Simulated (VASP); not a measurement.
# As3O (P6_3/mcm) in VASP: further runs, part 2 of 2

VASP 6.6.1.

## Step 4: Single point, PBE

This run uses another cell than the first one, of 15.90 Å³/atom, 1.012 times its volume.

Contents of INCAR:

```
ALGO = Normal
EDIFF = 1E-6
ENCUT = 520
GGA = PE
ISIF = 2
ISMEAR = 0
LASPH = True
LCHARG = True
LELF = True
LREAL = False
LVHAR = True
LWAVE = False
NBANDS = 31
NELM = 60
PREC = Accurate
SIGMA = 0.1
```

Contents of KPOINTS:

```
k-points
0
Gamma
  6 6 4
```

Contents of POSCAR:

```
As3O
1.0
    5.2926393087      0.0000000000      0.0000000000
   -2.6463196543      4.5835600944      0.0000000000
    0.0000000000      0.0000000000      5.2424119013
As O
6 2
Direct
    0.3703102346      0.0000000000      0.2500000000
    0.3703102346      0.3703102346      0.7500000000
    0.0000000000      0.3703102346      0.2500000000
    0.6296897654      0.0000000000      0.7500000000
    0.6296897654      0.6296897654      0.2500000000
    0.0000000000      0.6296897654      0.7500000000
    0.0000000000      0.0000000000      0.0000000000
    0.0000000000      0.0000000000      0.5000000000
```

Potentials or basis: VASP PAW PBE potentials, release 64 (As, O).

Started as:

```
$ cat potpaw_PBE.64/As/POTCAR potpaw_PBE.64/O/POTCAR > POTCAR
$ mpirun -np 1 vasp_std > vasp.out
```

OUTCAR:

```text
EDIFF = 1E-6
   ENCUT = 520
   GGA = PE
   ISIF = 2
   ISMEAR = 0
   LASPH = True
   LREAL = False
   NELM = 60
   PREC = Accurate

 ion  position               nearest neighbor table
   1  0.370  0.000  0.250-   7 2.36   8 2.36   5 2.90   5 2.90   3 2.90   3 2.90
   2  0.370  0.370  0.750-   7 2.36   8 2.36   4 2.90   6 2.90   4 2.90   6 2.90
   3  0.000  0.370  0.250-   7 2.36   8 2.36   5 2.90   1 2.90   5 2.90   1 2.90
   4  0.630  0.000  0.750-   7 2.36   8 2.36   2 2.90   2 2.90   6 2.90   6 2.90
   5  0.630  0.630  0.250-   7 2.36   8 2.36   1 2.90   3 2.90   1 2.90   3 2.90
   6  0.000  0.630  0.750-   7 2.36   8 2.36   2 2.90   4 2.90   2 2.90   4 2.90
   7  0.000  0.000  0.000-   3 2.36   6 2.36   4 2.36   1 2.36   5 2.36   2 2.36
   8  0.000  0.000  0.500-   3 2.36   6 2.36   4 2.36   1 2.36   5 2.36   2 2.36

  LATTYP: Found a hexagonal cell.
 ALAT       =     5.2926393087
 C/A-ratio  =     0.9905099508

  Lattice vectors:

 A1 = (   5.2926393087,   0.0000000000,   0.0000000000)
 A2 = (  -2.6463196543,   4.5835600944,   0.0000000000)
 A3 = (   0.0000000000,   0.0000000000,   5.2424119013)

Analysis of symmetry for initial positions (statically):
=====================================================================
 Subroutine PRICEL returns:
 Original cell was already a primitive cell.

 Routine SETGRP: Setting up the symmetry group for a
 hexagonal supercell.

 Subroutine GETGRP returns: Found 24 space group operations
 (whereof 12 operations were pure point group operations)
 out of a pool of 24 trial point group operations.

The static configuration has the point symmetry D_3d.
 The point group associated with its full space group is D_6h.

Analysis of symmetry for dynamics (positions and initial velocities):
=====================================================================
 Subroutine PRICEL returns:
 Original cell was already a primitive cell.

 Routine SETGRP: Setting up the symmetry group for a
 hexagonal supercell.

 Subroutine GETGRP returns: Found 24 space group operations
 (whereof 12 operations were pure point group operations)
 out of a pool of 24 trial point group operations.

The dynamic configuration has the point symmetry D_3d.
 The point group associated with its full space group is D_6h.

 Subroutine INISYM returns: Found 24 space group operations
 (whereof 12 operations are pure point group operations),
 and found     1 'primitive' translations

----------------------------------------------------------------------------------------

                                     Primitive cell

  volume of cell :     127.1764

  direct lattice vectors                    reciprocal lattice vectors
     5.292639309  0.000000000  0.000000000     0.188941649  0.109085512  0.000000000
    -2.646319654  4.583560094  0.000000000     0.000000000  0.218171024  0.000000000
     0.000000000  0.000000000  5.242411901     0.000000000  0.000000000  0.190751894

  length of vectors
     5.292639309  5.292639309  5.242411901     0.218171024  0.218171024  0.190751894

  position of ions in fractional coordinates (direct lattice)
     0.370310235  0.000000000  0.250000000
     0.370310235  0.370310235  0.750000000
     1.000000000  0.370310235  0.250000000
[... 48 lines left out ...]
  0.500000  0.000000  0.000000      3.000000
  0.166667  0.166667  0.000000      6.000000
  0.333333  0.166667  0.000000     12.000000
[... 13 lines left out ...]
  0.333333  0.166667  0.500000     12.000000
  0.333333  0.333333  0.500000      2.000000
   k-points           NKPTS =     21   k-points in BZ     NKDIM =     21   number of bands    NBANDS=     31
   number of dos      NEDOS =    301   number of ions     NIONS =      8
   total plane-waves  NPLWV =  64000
   dimension x,y,z NGX =    40 NGY =   40 NGZ =   40
   dimension x,y,z NGXF=    80 NGYF=   80 NGZF=   80
   ions per type =               6   2
   NGX,Y,Z   is equivalent  to a cutoff of  12.56, 12.56, 12.68 a.u.
   NGXF,Y,Z  is equivalent  to a cutoff of  25.13, 25.13, 25.37 a.u.
 SYSTEM =  unknown system
   PREC   = accura    normal or accurate (medium, high low for compatibility)
   ISTART =      0    job   : 0-new  1-cont  2-samecut
   ICHARG =      2    charge: 1-file 2-atom 10-const
   ISPIN  =      1    spin polarized calculation?
   LNONCOLLINEAR =      F non collinear calculations
   LSORBIT =      F    spin-orbit coupling
   LASPH  =      T    aspherical Exc in radial PAW
   ENCUT  =  520.0 eV  38.22 Ry    6.18 a.u.   9.84  9.84  9.75*2*pi/ulx,y,z
   NELM   =     60;   NELMIN=  2; NELMDL= -5     # of ELM steps
   EDIFF  = 0.1E-05   stopping-criterion for ELM
   LREAL  =      F    real-space projection
   EDIFFG = 0.1E-04   stopping-criterion for IOM
   NSW    =      0    number of steps for IOM
   IBRION =     -1    ionic relax: 0-MD 1-quasi-New 2-CG
   NFREE  =      0    steps in history (QN), initial steepest desc. (CG)
   ISIF   =      2    stress and relaxation
   ISYM   =      2    0-nonsym 1-usesym 2-fastsym
   POTIM  = 0.5000    time-step for ionic-motion
   TEBEG  =    0.0;   TEEND  =   0.0 temperature during run
   PSTRESS=    0.0 pullay stress
   NELECT =      42.0000    total number of electrons
   NUPDOWN=      -1.0000    fix difference up-down
   EMIN   =  10.00;   EMAX   =-10.00  energy-range for DOS
   EFERMI =   0.00;   METHOD = LEGACY
   ISMEAR =     0;   SIGMA  =   0.10  broadening in eV -4-tet -1-fermi 0-gaus
   EFERMI_NEDOS =   21; number of points for ismear=-14 and -15
   IALGO  =     38    algorithm
   IMIX   =      4    mixing-type and parameters
     AMIX     =   0.40;   BMIX     =  1.00
     AMIX_MAG =   1.60;   BMIX_MAG =  1.00
  volume/ion in A,a.u.               =      15.90       107.28
  Fermi-wavevector in a.u.,A,eV,Ry     =   1.131590  2.138395 17.422208  1.280496
  Thomas-Fermi vector in A             =   2.268289
   LORBIT       =      0    0 simple, 1 ext, 2 COOP (PROOUT), +10 PAW based schemes
   GGA     = PE    functional components
   LHFCALC =     F    Hartree Fock is set to
   AEXX    =    0.0000 exact exchange contribution
   IVDW    =     0    specifies the selected vdW correction
   LEPSILON=     F    determine dielectric tensor
   LRPA    =     F    only Hartree local field effects (RPA)
 non-spin polarized calculation
 Gauss-broadening in eV      SIGMA  =   0.10
  energy-cutoff  :      520.00
  volume of cell :      127.18
 maximum number of plane-waves:      3452
 NGX is ok and might be reduce to    40
   NGX = 19   NGY = 19   NGZ = 19

 number of electron      41.9999988 magnetization

 Free energy of the ion-electron system (eV)
  ---------------------------------------------------
  ext. energy  EPLUGINS =         0.00000000
  ---------------------------------------------------
  free energy    TOTEN  =       -36.14265135 eV

  energy without entropy =      -36.13390760  energy(sigma->0) =      -36.13827947

 E-fermi :   6.1833     XC(G=0): -10.9680

 val. band max:        6.1041699113   @ k =   0.1667   0.1667   0.2500
 cond. band min:       6.2148548260   @ k =   0.1667  -0.0000   0.5000
 fundamental gap:      0.1106849147
 Fermi energy:         6.1832766017

 k-point     1 :       0.0000    0.0000    0.0000
  band No.  band energies     occupation
      1     -12.9263      2.00000
      2     -11.5343      2.00000
      3      -7.1243      2.00000
      4      -5.2894      2.00000
      5      -3.5767      2.00000
      6      -3.5767      2.00000
[... 703 lines left out ...]
     30      10.1961      0.00000
     31      10.1961      0.00000

------------------------ aborting loop because EDIFF is reached ----------------------------------------

  FORCE on cell =-STRESS in cart. coord.  units (eV):
  Direction    XX          YY          ZZ          XY          YZ          ZX
  --------------------------------------------------------------------------------------
  -------------------------------------------------------------------------------------
  Total       -0.0211635     -0.0211635     -0.0305624     -0.0000000      0.0000000      0.0000000
  in kB       -0.2666194     -0.2666194     -0.3850274     -0.0000000      0.0000000      0.0000000
  external PRESSURE =      -0.3060887 kB  Pullay stress =       0.0000000 kB

 VOLUME and BASIS-vectors are now :
 -----------------------------------------------------------------------------
  energy-cutoff  :      520.00
  volume of cell :      127.18
      direct lattice vectors                 reciprocal lattice vectors
     5.292639309  0.000000000  0.000000000     0.188941649  0.109085512  0.000000000
    -2.646319654  4.583560094  0.000000000     0.000000000  0.218171024  0.000000000
     0.000000000  0.000000000  5.242411901     0.000000000  0.000000000  0.190751894

 POSITION                                       TOTAL-FORCE (eV/Angst)
 -----------------------------------------------------------------------------------
      1.95992      0.00000      1.31060        -0.005121      0.000000      0.000000
      0.97996      1.69734      3.93181        -0.002560     -0.004435      0.000000
     -0.97996      1.69734      1.31060         0.002560     -0.004435     -0.000000
      3.33272      0.00000      3.93181         0.005121      0.000000     -0.000000
      1.66636      2.88622      1.31060         0.002560      0.004435      0.000000
     -1.66636      2.88622      3.93181        -0.002560      0.004435     -0.000000
      0.00000      0.00000      0.00000        -0.000000      0.000000      0.000000
      0.00000      0.00000      2.62121        -0.000000      0.000000      0.000000
 -----------------------------------------------------------------------------------
    total drift:                               -0.000000     -0.000000      0.000000

  FREE ENERGIE OF THE ION-ELECTRON SYSTEM (eV)
  ---------------------------------------------------
  free  energy   TOTEN  =       -36.1426513488 eV

  energy  without entropy=      -36.1339076003  energy(sigma->0) =      -36.13827947
```

Run time: 83 s. Hardware: 1 thread of Intel Xeon Platinum 8488C (Sapphire Rapids), shared host; peak memory 0.26 GiB.

What came out:

- Free energy: -36.1427 eV
- Pressure: 0.0 GPa
- Largest force: 0.005 eV/Å
- Band gap on the k mesh: zero (band 21 reaches 6.71 eV, above the bottom of band 22 at 5.00 eV)

Forces in eV/Å, atoms in the order of the input:
```
As  -0.005  0.000  0.000
As  -0.003 -0.004  0.000
As   0.003 -0.004  0.000
As   0.005  0.000  0.000
As   0.003  0.004  0.000
As  -0.003  0.004  0.000
O    0.000  0.000  0.000
O    0.000  0.000  0.000
```

Levels at points of the mesh, in eV from the Fermi level:
| k point | band 19 | band 20 | band 21 | band 22 | band 23 | band 24 |
| --- | --- | --- | --- | --- | --- | --- |
| (0.00, 0.00, 0.00) | -1.80 | -1.53 | -1.53 | 0.20 | 0.20 | 0.92 |
| (0.50, 0.00, 0.00) | -0.79 | -0.49 | -0.16 | 0.56 | 1.05 | 1.45 |
| (0.00, 0.00, 0.50) | -0.33 | -0.33 | -0.33 | -0.33 | 2.58 | 2.58 |
| (0.50, 0.00, 0.50) | -0.09 | -0.09 | 0.53 | 0.53 | 1.00 | 1.00 |

## Step 5: Summary

| cell | k mesh | gap on the mesh (eV) | pressure (GPa) | largest force (eV/Å) |
| --- | --- | --- | --- | --- |
| a = 5.286, b = 5.286, c = 5.192 Å, angles 90.0, 90.0, 120.0°, 8 atoms | 3 × 3 × 4 | none | -0.2 | 0.01 |
| a = 6.619, b = 6.619, c = 5.669 Å, angles 90.0, 90.0, 120.0°, 8 atoms | 3 × 3 × 4 | none | 2.2 | 0.94 |
| a = 5.293, b = 5.293, c = 5.242 Å, angles 90.0, 90.0, 120.0°, 8 atoms | 6 × 6 × 4 | none | 0.0 | 0.01 |

Alike in all rows: task single point; level PBE; potentials or basis VASP PAW PBE potentials, release 64 (As, O); no spin polarisation; cutoff (eV) 520; smearing gaussian 0.1 eV.

Caveats: some runs use coarse meshes; this functional lacks dispersion, which binds the layers, so the pressure and a relaxed spacing across them are unreliable (some runs).

Total energies depend on the potentials used, so only differences within one code and one set of settings carry meaning.
